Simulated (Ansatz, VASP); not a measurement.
# Two plane-wave programs on SrMg

```xyz
2
Lattice="4.0170 0.0000 0.0000 0.0000 4.0170 0.0000 0.0000 0.0000 4.0170" Properties=species:S:1:pos:R:3 pbc="T T T"
Sr    2.0085    2.0085    2.0085
Mg    0.0000    0.0000    0.0000
```

Change from the starting cell: strain +0.030 along x and y, +0.030 along z, atoms carried along.

Alike in both runs: task single point; functional LDA; k mesh 12 × 12 × 12; occupations gaussian, width 0.15 eV; no spin polarisation.

|  | VASP | Ansatz |
| --- | --- | --- |
| version | VASP 6.6.1 | Ansatz 0.2.0 |
| potentials or method | VASP PAW LDA potentials, release 64 (Sr_sv, Mg), cutoff 520 eV | scalar-relativistic, plane waves, PAW |
| valence electrons in the cell | 12 | 20 |

|  | VASP | Ansatz | Ansatz less VASP |
| --- | --- | --- | --- |
| gap on the k mesh at the Fermi level (eV) | none | none | - |
| pressure (GPa) | 0.6 | 0.8 | +0.17 |

LDA's correlation is that of Perdew and Zunger in VASP and of Perdew and Wang (1992) in Ansatz. A gap of «none» marks a metal or a gap that the smearing closes. VASP's potentials hold 12 valence electrons a cell and Ansatz's 20, so a difference there can come from the potentials and not from the codes.
